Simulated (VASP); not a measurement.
**TaN: single point with PBEsol**

The system is TaN.

```
Ta N
1.0
     2.99636    0.00000    0.00000
    -1.49818    2.59493    0.00000
     0.00000    0.00000    3.06198
Ta N
1 1
Direct
  0.33333 0.66667 0.50000
  0.00000 0.00000 0.00000
```

| Item | Value |
| --- | --- |
| Program | VASP 6.6.1 |
| Task | single point |
| Functional | PBEsol |
| Potentials or basis | VASP PAW PBE potentials, release 64 (Ta_pv, N) |
| Cutoff | 520 eV |
| k mesh | 21 × 21 × 18 |
| Occupations | gaussian, width 0.15 eV |
| Spin | no spin polarisation |

```yaml
Pressure: -32.2 GPa
Band_gap_on_the_k_mesh: zero (bands 8 and 9 overlap by 0.35 eV)
```

Stress tensor (GPa, compression positive):
```
-24.19   0.00   0.00
  0.00 -24.19   0.00
  0.00   0.00 -48.18
```

Levels at points of the mesh, in eV from the Fermi level:
```csv
k point,band 4,band 5,band 6,band 7,band 8,band 9,band 10,band 11,band 12,band 13
"(0.00, 0.00, 0.00)",-16.88,-3.91,-3.79,-3.79,-2.95,1.85,3.00,3.00,3.41,3.41
"(0.00, 0.00, 0.50)",-14.82,-8.78,-3.04,-3.04,-0.09,-0.09,1.63,3.27,3.27,7.54
```

Run time: 2.8 min on 1 thread of Intel Xeon 8259CL, with other jobs on the host, peak memory 0.29 GiB.

Caveat: the stress differs along the axes, from -48 to -24 GPa; the PAW data sets were made with another functional, which shifts forces and pressure a little; spin-orbit coupling is left out, which moves the levels of the heavy elements.
